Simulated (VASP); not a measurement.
A run of VASP 6.6.1 is set up as follows.

Contents of INCAR:

```
ALGO     = Normal         # electronic algorithm
EDIFF    = 1E-6           # SCF threshold, eV
ENCUT    = 520            # plane-wave cutoff, eV
GGA      = RE             # functional
GGA_COMPAT= F            
ISIF     = 2              # what is computed and relaxed
ISMEAR   = -1             # smearing method
LASPH    = T              # aspherical terms in the spheres
LCHARG   = F              # write CHGCAR
LORBIT   = 11             # projections on sites
LORBMOM  = T            
LREAL    = F              # projectors in reciprocal space
LSORBIT  = T              # spin-orbit coupling
LWAVE    = F              # write WAVECAR
MAGMOM   = 0 0 0 0 0 0    # initial moments
NBANDS   = 40             # bands
NELM     = 150            # most SCF steps
PREC     = Accurate       # precision mode
SIGMA    = 0.05           # smearing width, eV
```

KPOINTS

```
k-points
0
Gamma
  7 7 7
```

The input POSCAR:

```
Ge
1.0
    0.0000000000      2.9055419186      2.9055419186
    2.9055419186      0.0000000000      2.9055419186
    2.9055419186      2.9055419186      0.0000000000
Ge
2
Direct
    0.5000000000      0.5000000000      0.5000000000
    0.7500000000      0.7500000000      0.7500000000
```

Potentials or basis: VASP PAW PBE potentials, release 64 (Ge_d).

Run with:

```sh
$ cat potpaw_PBE.64/Ge_d/POTCAR > POTCAR
$ mpirun -np 1 vasp_ncl > vasp.out
```

**Question.** Predict the net moment.

**Answer.** 0.00 μB per cell.

**Question.** Estimate the pressure.

**Answer.** -0.3 GPa.

Moments on the atoms (μB; x, y, z):
```
Ge  0.00 0.00 0.00
Ge  0.00 0.00 0.00
```

Caveat: the PAW data sets were made with another functional, which shifts forces and pressure a little.
